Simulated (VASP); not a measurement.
Input of a VASP 6.6.1 run:

POSCAR

```
HfN
1.0
    3.1339100000      0.0000000000      0.0000000000
   -1.5669500000      2.7140400000      0.0000000000
    0.0000000000      0.0000000000      5.4167700000
Hf N
2 2
Direct
    0.6666666667      0.3333333333      0.7500000000
    0.3333333333      0.6666666667      0.2500000000
    0.0000000000      0.0000000000      0.0000000000
    0.0000000000      0.0000000000      0.5000000000
```

INCAR.step1

```
  PREC = Accurate
  ENCUT = 520
  ISMEAR = -1
  SIGMA = 0.1
  LREAL = F
  LASPH = T
  NELM = 80
  NBANDS = 23
  GGA = PE
  ALGO = Normal
  EDIFF = 1E-4
  LWAVE = T
  LCHARG = F
```

INCAR.step2

```
  PREC = Accurate
  ENCUT = 520
  EDIFF = 1E-7
  ISMEAR = -1
  SIGMA = 0.1
  LREAL = F
  LASPH = T
  NELM = 80
  ALGO = Normal
  ISIF = 2
  LWAVE = F
  LCHARG = F
  METAGGA = R2SCAN
  LMIXTAU = T
  NBANDS = 23
  ISTART = 1
```

KPOINTS

```
regular mesh
0
Gamma
  7 7 4
```

Potentials or basis: VASP PAW PBE potentials, release 64 (Hf_pv, N).

Command:

```bash
$ cat potpaw_PBE.64/Hf_pv/POTCAR potpaw_PBE.64/N/POTCAR > POTCAR
$ cp INCAR.step1 INCAR
$ mpirun -np 1 vasp_std > vasp.out
$ cp INCAR.step2 INCAR
$ mpirun -np 1 vasp_std > vasp.out
```

(1) Predict the band gap on the k mesh.

(2) What does it give for the pressure?

## Answers

(1) zero (band 15 reaches 9.94 eV, above the bottom of band 16 at 7.55 eV).

(2) -0.2 GPa.

Caveat: the PAW data sets were made with another functional, which shifts forces and pressure a little; spin-orbit coupling is left out, which moves the levels of the heavy elements.
